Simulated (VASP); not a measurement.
Write the native input for VASP 6.6.1 that does the following.

```
Task                   : single point
Functional             : PBEsol
Potentials or basis    : VASP PAW PBE potentials, release 64 (Sn_d, Cd, As)
Cutoff                 : 520 eV
k mesh                 : 6 × 6 × 6
Occupations            : fermi-dirac, width 0.05 eV
Spin                   : no spin polarisation
Dipole correction      : no
Further INCAR settings : ALGO = Normal; EDIFF = 1e-06; NBANDS = 46
```

The structure of CdSnAs2 lies in POSCAR:

```
CdSnAs2
1.0
   -3.0730450726      3.0730450726      6.0211645280
    3.0730450726     -3.0730450726      6.0211645280
    3.0730450726      3.0730450726     -6.0211645280
Sn Cd As
2 2 4
Direct
    0.5000000000      0.5000000000      0.0000000000
    0.2500000000      0.7500000000      0.5000000000
    0.7500000000      0.2500000000      0.5000000000
    0.0000000000      0.0000000000      0.0000000000
    0.8750000000      0.3796414100      0.0046414100
    0.1296414100      0.1250000000      0.5046414100
    0.3750000000      0.8703585900      0.9953585900
    0.6203585900      0.6250000000      0.4953585900
```

One way to write it, as run:

INCAR

```
PREC = Accurate
ENCUT = 520
EDIFF = 1E-6
ISMEAR = -1
SIGMA = 0.05
LREAL = F
LASPH = T
NELM = 60
ALGO = Normal
ISIF = 2
LWAVE = F
LCHARG = F
GGA = PS
NBANDS = 46
```

KPOINTS

```
regular mesh
0
Gamma
  6 6 6
```

Potentials or basis: VASP PAW PBE potentials, release 64 (Sn_d, Cd, As).

The run is started by

```bash
$ cat potpaw_PBE.64/Sn_d/POTCAR potpaw_PBE.64/Cd/POTCAR potpaw_PBE.64/As/POTCAR > POTCAR
$ mpirun -np 1 vasp_std > vasp.out
```

It gave:

* Pressure: -0.7 GPa
* Largest force: 0.142 eV/Å

Caveat: the PAW data sets were made with another functional, which shifts forces and pressure a little.

Run time: 3.5 min on 1 thread of Intel(R) Xeon(R) 6975P-C (Granite Rapids) (shared host), peak memory 0.59 GiB.
